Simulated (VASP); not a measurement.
# Ir in VASP: notebook

Ir is run at these levels: RPBE; tasks: single point.

Program: VASP 6.6.1. These are calculated values, not measurements. Logs are shortened: lines on timing, memory, paths and dates and some standing lists are left out, and cuts for length are marked.

### 1 The cell of the first run

The typed cell holds 2 atoms: a = 3.555 Å, b = 3.555 Å, c = 4.508 Å, α = 103.08°, β = 103.08°, γ = 135.49°.

### 2 Single point, RPBE (16.02 Å³/atom)

Input file INCAR:

```
PREC = Accurate ; ENCUT = 520
EDIFF = 1E-7 ; ISMEAR = -1
SIGMA = 0.1 ; LREAL = F
LASPH = T ; NELM = 60
ALGO = Normal ; ISIF = 2
LWAVE = F ; LCHARG = F
GGA = RP ; NBANDS = 16
```

Input file KPOINTS:

```
regular mesh
0
Gamma
  17 17 10
```

Input file POSCAR:

```
Ir
1.0
   -2.5040285981      2.1493295960      1.3229242280
    2.1493295960     -2.5040285981      1.3229242280
    2.8663491024      2.8663491024     -1.9725561000
Ir
2
Direct
    0.9772084782      0.0227915218      0.0000000000
    0.7727915218      0.2272084782      0.5000000000
```

Potentials or basis: VASP PAW PBE potentials, release 64 (Ir).

On the command line:

```console
$ cat potpaw_PBE.64/Ir/POTCAR > POTCAR
$ mpirun -np 1 vasp_std > vasp.out
```

OUTCAR:

```text
PREC = Accurate
   ENCUT = 520
   EDIFF = 1E-7
   ISMEAR = -1
   LREAL = F
   LASPH = T
   NELM = 60
   ISIF = 2
   GGA = RP

 ion  position               nearest neighbor table
   1  0.977  0.023  0.000-   2 2.62   2 2.62   2 2.62   2 2.62   2 2.66   2 2.66
   2  0.773  0.227  0.500-   1 2.62   1 2.62   1 2.62   1 2.62   1 2.66   1 2.66

  Warning from LATTYP: Got some problem with cell dimensions!
  Tried to take original basis but could not verify dimensions!
  LATTYP: Found a base centered monoclinic cell.
 ALAT       =     2.6929791712
 B/A-ratio  =     2.4437033673
 C/A-ratio  =     1.3424755308
 COS(beta)  =    -0.0000338983

  Lattice vectors:

 A1 = (  -2.5040285981,   2.1493295960,   1.3229242280)
 A2 = (   2.1493295960,  -2.5040285981,   1.3229242280)
 A3 = (   2.5116501003,   2.5116501003,   0.6732923560)

Analysis of symmetry for initial positions (statically):
=====================================================================
 Subroutine PRICEL returns:
 Original cell was already a primitive cell.

 Routine SETGRP: Setting up the symmetry group for a
 base centered monoclinic supercell.

 Subroutine GETGRP returns: Found  4 space group operations
 (whereof  2 operations were pure point group operations)
 out of a pool of  4 trial point group operations.

The static configuration has the point symmetry C_2 .
 The point group associated with its full space group is C_2h.

Analysis of symmetry for dynamics (positions and initial velocities):
=====================================================================
 Subroutine PRICEL returns:
 Original cell was already a primitive cell.

 Routine SETGRP: Setting up the symmetry group for a
 base centered monoclinic supercell.

 Subroutine GETGRP returns: Found  4 space group operations
 (whereof  2 operations were pure point group operations)
 out of a pool of  4 trial point group operations.

The dynamic configuration has the point symmetry C_2 .
 The point group associated with its full space group is C_2h.

 Subroutine INISYM returns: Found  4 space group operations
 (whereof  2 operations are pure point group operations),
 and found     1 'primitive' translations

----------------------------------------------------------------------------------------

                                     Primitive cell

  volume of cell :      32.0349

  direct lattice vectors                    reciprocal lattice vectors
    -2.504028598  2.149329596  1.322924228     0.035816342  0.250714908  0.416362602
     2.149329596 -2.504028598  1.322924228     0.250714908  0.035816342  0.416362602
     2.866349102  2.866349102 -1.972556100     0.192166465  0.192166465  0.051523173

  length of vectors
     3.555264469  3.555264469  4.508091827     0.487338273  0.487338273  0.276605383

  position of ions in fractional coordinates (direct lattice)
     0.977208478  0.022791522  0.000000000
     0.772791522  0.227208478  0.500000000

  ion indices of the primitive-cell ions
   primitive index   ion index
                 1           1
                 2           2

----------------------------------------------------------------------------------------

 KPOINTS: regular mesh

Automatic generation of k-mesh.
 Grid dimensions read from file:
 generate k-points for:   17   17   10

 Generating k-lattice:

  Cartesian coordinates                     Fractional coordinates (reciprocal lattice)
     0.002106844  0.014747936  0.024491918     0.058823529 -0.000000000  0.000000000
     0.014747936  0.002106844  0.024491918    -0.000000000  0.058823529  0.000000000
     0.019216646  0.019216646  0.005152317    -0.000000000 -0.000000000  0.100000000

  Length of vectors
     0.028666957  0.028666957  0.027660538

  Shift w.r.t. Gamma in fractional coordinates (k-lattice)
     0.000000000  0.000000000  0.000000000

 Subroutine IBZKPT returns following result:
 ===========================================

 Found    774 irreducible k-points:

 Following reciprocal coordinates:
            Coordinates               Weight
  0.000000  0.000000  0.000000      1.000000
  0.058824  0.000000 -0.000000      4.000000
  0.117647  0.000000  0.000000      4.000000
  0.176471  0.000000 -0.000000      4.000000
  0.235294  0.000000  0.000000      4.000000
  0.294118  0.000000 -0.000000      4.000000
[... 16 lines left out ...]
 -0.176471  0.058824  0.000000      4.000000
 -0.117647  0.058824  0.000000      4.000000
 [... further k-points ...]
   k-points           NKPTS =    774   k-points in BZ     NKDIM =    774   number of bands    NBANDS=     16
   number of dos      NEDOS =    301   number of ions     NIONS =      2
   total plane-waves  NPLWV =  28224
   dimension x,y,z NGX =    28 NGY =   28 NGZ =   36
   dimension x,y,z NGXF=    56 NGYF=   56 NGZF=   72
   ions per type =               2
   NGX,Y,Z   is equivalent  to a cutoff of  13.09, 13.09, 13.28 a.u.
   NGXF,Y,Z  is equivalent  to a cutoff of  26.19, 26.19, 26.55 a.u.
 SYSTEM =  unknown system
   PREC   = accura    normal or accurate (medium, high low for compatibility)
   ISTART =      0    job   : 0-new  1-cont  2-samecut
   ICHARG =      2    charge: 1-file 2-atom 10-const
   ISPIN  =      1    spin polarized calculation?
   LNONCOLLINEAR =      F non collinear calculations
   LSORBIT =      F    spin-orbit coupling
   LASPH  =      T    aspherical Exc in radial PAW
   ENCUT  =  520.0 eV  38.22 Ry    6.18 a.u.   6.61  6.61  8.38*2*pi/ulx,y,z
   NELM   =     60;   NELMIN=  2; NELMDL= -5     # of ELM steps
   EDIFF  = 0.1E-06   stopping-criterion for ELM
   LREAL  =      F    real-space projection
   EDIFFG = 0.1E-05   stopping-criterion for IOM
   NSW    =      0    number of steps for IOM
   IBRION =     -1    ionic relax: 0-MD 1-quasi-New 2-CG
   NFREE  =      0    steps in history (QN), initial steepest desc. (CG)
   ISIF   =      2    stress and relaxation
   ISYM   =      2    0-nonsym 1-usesym 2-fastsym
   POTIM  = 0.5000    time-step for ionic-motion
   TEBEG  =    0.0;   TEEND  =   0.0 temperature during run
   PSTRESS=    0.0 pullay stress
   NELECT =      18.0000    total number of electrons
   NUPDOWN=      -1.0000    fix difference up-down
   EMIN   =  10.00;   EMAX   =-10.00  energy-range for DOS
   EFERMI =   0.00;   METHOD = LEGACY
   ISMEAR =    -1;   SIGMA  =   0.10  broadening in eV -4-tet -1-fermi 0-gaus
   EFERMI_NEDOS =   21; number of points for ismear=-14 and -15
   IALGO  =     38    algorithm
   IMIX   =      4    mixing-type and parameters
     AMIX     =   0.40;   BMIX     =  1.00
     AMIX_MAG =   1.60;   BMIX_MAG =  1.00
  volume/ion in A,a.u.               =      16.02       108.09
  Fermi-wavevector in a.u.,A,eV,Ry     =   1.350904  2.552838 24.829826  1.824941
  Thomas-Fermi vector in A             =   2.478370
   LORBIT       =      0    0 simple, 1 ext, 2 COOP (PROOUT), +10 PAW based schemes
   GGA     = RP    functional components
   LHFCALC =     F    Hartree Fock is set to
   AEXX    =    0.0000 exact exchange contribution
   IVDW    =     0    specifies the selected vdW correction
   LEPSILON=     F    determine dielectric tensor
   LRPA    =     F    only Hartree local field effects (RPA)
 non-spin polarized calculation
  energy-cutoff  :      520.00
  volume of cell :       32.03
 maximum number of plane-waves:       878
   NGX = 13   NGY = 13   NGZ = 17

 number of electron      18.0000001 magnetization

 Free energy of the ion-electron system (eV)
  ---------------------------------------------------
  ext. energy  EPLUGINS =         0.00000000
  ---------------------------------------------------
  free energy    TOTEN  =       -15.57815653 eV

  energy without entropy =      -15.50826989  energy(sigma->0) =      -15.54321321

 E-fermi :   8.2243     XC(G=0): -13.1057

 val. band max:        8.2222109920   @ k =  -0.1176   0.2353   0.4000
 cond. band min:       8.2261038910   @ k =   0.1765   0.0588   0.2000
 fundamental gap:      0.0038928989
 Fermi energy:         8.2242547755

 k-point     1 :       0.0000    0.0000    0.0000
  band No.  band energies     occupation
      1      -1.3182      2.00000
      2       1.7788      2.00000
      3       2.8184      2.00000
      4       3.3608      2.00000
      5       4.5188      2.00000
      6       6.5039      2.00000
[... 8 lines left out ...]
     15      24.6828      0.00000
     16      25.9275      0.00000

 k-point     2 :       0.0588    0.0000   -0.0000
  band No.  band energies     occupation
      1      -1.1434      2.00000
      2       1.8758      2.00000
      3       2.8164      2.00000
      4       3.5318      2.00000
      5       4.5818      2.00000
      6       6.2285      2.00000
[... 8 lines left out ...]
     15      24.6001      0.00000
     16      25.6276      0.00000

 k-point     3 :       0.1176    0.0000    0.0000
  band No.  band energies     occupation
      1      -0.6364      2.00000
      2       2.1555      2.00000
      3       2.8897      2.00000
      4       3.9291      2.00000
      5       4.7435      2.00000
      6       5.5500      2.00000
[... 8 lines left out ...]
     15      24.1359      0.00000
     16      24.4163      0.00000

 k-point     4 :       0.1765    0.0000   -0.0000
  band No.  band energies     occupation
      1       0.1423      2.00000
      2       2.5825      2.00000
      3       3.0866      2.00000
      4       4.3071      2.00000
      5       4.5716      2.00000
      6       5.2729      2.00000
[... 8 lines left out ...]
     15      23.1785      0.00000
     16      23.8783      0.00000
[... 324 lines left out ...]
 k-point    22 :      -0.2353    0.0588    0.0000
  band No.  band energies     occupation
      1       0.3437      2.00000
      2       2.6936      2.00000
      3       3.1229      2.00000
      4       4.1457      2.00000
      5       4.4585      2.00000
      6       5.5207      2.00000
[... 8 lines left out ...]
     15      23.0206      0.00000
     16      23.8806      0.00000

 k-point    23 :      -0.1765    0.0588    0.0000
  band No.  band energies     occupation
      1      -0.4636      2.00000
      2       2.2520      2.00000
      3       2.8856      2.00000
      4       3.8859      2.00000
      5       4.7709      2.00000
      6       5.5445      2.00000
[... 8 lines left out ...]
     15      23.3356      0.00000
     16      24.4301      0.00000

 k-point    24 :      -0.1176    0.0588    0.0000
  band No.  band energies     occupation
      1      -1.0200      2.00000
      2       1.9416      2.00000
      3       2.7883      2.00000
      4       3.5514      2.00000
      5       4.6340      2.00000
      6       6.1624      2.00000
[... 8 lines left out ...]
     15      24.6978      0.00000
     16      24.9828      0.00000

 [... further k-points ...]

------------------------ aborting loop because EDIFF is reached ----------------------------------------

  FORCE on cell =-STRESS in cart. coord.  units (eV):
  Direction    XX          YY          ZZ          XY          YZ          ZX
  --------------------------------------------------------------------------------------
  -------------------------------------------------------------------------------------
  Total        0.0274300      0.0274300      0.0798123      0.0032669     -0.0110144     -0.0110144
  in kB        1.3718696      1.3718696      3.9916876      0.1633913     -0.5508699     -0.5508694
  external PRESSURE =       2.2451423 kB  Pullay stress =       0.0000000 kB

 VOLUME and BASIS-vectors are now :
 -----------------------------------------------------------------------------
  energy-cutoff  :      520.00
  volume of cell :       32.03
      direct lattice vectors                 reciprocal lattice vectors
    -2.504028598  2.149329596  1.322924228     0.035816342  0.250714908  0.416362602
     2.149329596 -2.504028598  1.322924228     0.250714908  0.035816342  0.416362602
     2.866349102  2.866349102 -1.972556100     0.192166465  0.192166465  0.051523173

 POSITION                                       TOTAL-FORCE (eV/Angst)
 -----------------------------------------------------------------------------------
     -2.39797      2.04327      1.32292        -0.020270      0.020270      0.000000
     -0.01357      2.52522      0.33665         0.020270     -0.020270     -0.000000
 -----------------------------------------------------------------------------------
    total drift:                               -0.000000     -0.000000     -0.000000

  FREE ENERGIE OF THE ION-ELECTRON SYSTEM (eV)
  ---------------------------------------------------
  free  energy   TOTEN  =       -15.5781565339 eV

  energy  without entropy=      -15.5082698874  energy(sigma->0) =      -15.54321321
```

It took 3.2 min on 1 thread of Intel Xeon 6975P-C (Granite Rapids), shared host; peak memory 0.46 GiB.

Results:

```
Free energy            : -15.5782 eV
Pressure               : 0.2 GPa
Largest force          : 0.029 eV/Å
Band gap on the k mesh : zero (bands 9 and 10 overlap by 2.68 eV)
```

Forces on the atoms (eV/Å):
```
Ir  -0.020  0.020  0.000
Ir   0.020 -0.020  0.000
```

Stress tensor (GPa, compression positive):
```
 0.14  0.02 -0.06
 0.02  0.14 -0.06
-0.06 -0.06  0.40
```

Levels at points of the mesh, in eV from the Fermi level:
| k point | band 7 | band 8 | band 9 | band 10 | band 11 | band 12 |
| --- | --- | --- | --- | --- | --- | --- |
| (0.00, 0.00, 0.00) | -1.03 | -0.79 | 0.34 | 0.54 | 1.70 | 4.36 |
| (0.00, 0.00, 0.50) | -1.91 | -1.91 | -0.72 | -0.72 | 1.62 | 1.62 |

Caveat: the PAW data sets were made with another functional, which shifts forces and pressure a little; spin-orbit coupling is left out, which moves the levels of the heavy elements.

[end of part 1 of 2]
